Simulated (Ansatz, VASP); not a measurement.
**One calculation of Sr3P3W, two programs**

```xyz
14
Lattice="8.3070 0.0000 0.0000 -4.1535 7.1940 0.0000 0.0000 0.0000 5.5829" Properties=species:S:1:pos:R:3 pbc="T T T"
Sr    4.8116    4.6764    1.3957
Sr    5.7976    0.6889    1.3957
Sr    1.8513    1.8288    1.3957
Sr   -0.6581    2.5176    4.1872
Sr   -1.6441    6.5052    4.1872
Sr    2.3022    5.3653    4.1872
W     4.1535    2.3980    4.1872
W     0.0000    4.7960    1.3957
P     4.9310    4.1763    4.1872
P     5.3048    0.8355    4.1872
P     2.2246    2.1822    4.1872
P    -0.7776    3.0177    1.3957
P    -1.1513    6.3586    1.3957
P     1.9289    5.0118    1.3957
```

Alike in both runs: task single point; functional PBEsol; k mesh 3 × 3 × 4; occupations gaussian, width 0.1 eV; no spin polarisation.

```csv
,VASP,Ansatz
version,VASP 6.6.1,Ansatz 0.2.0
potentials or method,"VASP PAW PBE potentials, release 64 (Sr_sv, W_sv, P), cutoff 520 eV","scalar-relativistic, plane waves, PAW"
valence electrons in the cell,118,118
```

```tsv
	VASP	Ansatz	Ansatz less VASP
gap on the k mesh at the Fermi level (eV)	none	none	-
pressure (GPa)	30.5	30.2	-0.25
traceless stress, the component that is largest in VASP (GPa)	-17.82	-17.89	-0.072
rms of the force components (eV/Å)	4.228	4.228	-0.0006
```

VASP's potentials were made for PBE, not for PBEsol. Atom by atom the forces differ by 0.004 eV/Å (rms over components). A gap of «none» marks a metal or a gap that the smearing closes. Both programs put the cell under a high pressure, so it lies far from rest at this level.

Neither program's run includes spin-orbit coupling.
